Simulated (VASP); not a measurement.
Runs of VASP 6.6.1 on CaSe. The structure is that of space group Fm-3m (No. 225), or close to it. The cells are those of the table. 

| level | cell | smearing | gap on the mesh (eV) | pressure (GPa) |
| --- | --- | --- | --- | --- |
| PBE | a = 4.447 Å, angles 60.0°, 2 atoms | fermi-dirac 0.02 eV | 2.35 | -5.5 |
| PBE | a = 4.153 Å, angles 60.7°, 2 atoms | fermi-dirac 0.02 eV | (b) | (c) |
| r2SCAN | a = 4.153 Å, angles 60.7°, 2 atoms | gaussian 0.01 eV | 2.42 | 1.1 |
| r2SCAN | a = 4.447 Å, angles 60.0°, 2 atoms | gaussian 0.01 eV | 2.82 | (a) |

Alike in all rows: task single point; potentials or basis VASP PAW PBE potentials, release 64 (Ca_sv, Se); no spin polarisation; k mesh 8 × 8 × 8; cutoff (eV) 520.

Task: Estimate the missing entries.

Result: (a) -6.2; (b) 1.95; (c) 1.6.

Caveats: the PAW data sets were made with another functional, which shifts forces and pressure a little (some runs).

A k mesh can miss the band edges, and the runs leave out spin-orbit coupling on Se.
